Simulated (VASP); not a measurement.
Crystal: Ta.

```
Ta
1.0
     2.90037    0.00000    0.00000
    -1.45019    2.51180    0.00000
     0.00000    0.00000    5.16627
Ta
2
Direct
  0.66667 0.33333 0.75000
  0.33333 0.66667 0.25000
```

This isn't the form of Ta at room conditions, which is bcc.

| Quantity | Value |
| --- | --- |
| Program | VASP 6.6.1 |
| Task | relaxation of cell and atoms |
| Functional | LDA |
| Potentials or basis | VASP PAW LDA potentials, release 64 (Ta_pv) |
| Cutoff | 500 eV |
| k mesh | 6 × 6 × 4 |
| Occupations | gaussian, width 0.1 eV |
| Spin | no spin polarisation |

At the start: pressure -12.0 GPa; volume 18.82 Å³/atom.

**Question.** Where does the relaxation end?

**Answer.** Over 6 steps the energy falls by 47.9 meV/atom and the volume is 17.61 Å³/atom (-6.4 %); space group P6_3/mmc (No. 194, to 0.1 Å) before and after.

The path:
```
step  energy change (eV)  largest force (eV/Å)  pressure (GPa)  volume (Å³)
   1              0.0000                0.0000          -11.97        37.64
   2              0.4213                0.0000           38.88        30.49
   3             -0.0945                0.0000           -0.68        35.37
   4             -0.0948                0.0000           -0.03        35.26
   5             -0.0948                0.0000            0.24        35.21
   6             -0.0957                0.0000            0.16        35.21
```

Final structure:
```
CELL_PARAMETERS angstrom
2.82683 0.00000 0.00000
-1.41342 2.44811 0.00000
0.00000 0.00000 5.08854
ATOMIC_POSITIONS crystal
Ta 0.66667 0.33333 0.75000
Ta 0.33333 0.66667 0.25000
```

Caveat: the k points lie up to 0.43 Å⁻¹ apart in the final cell, too coarse for converged energies and pressures of a metal.
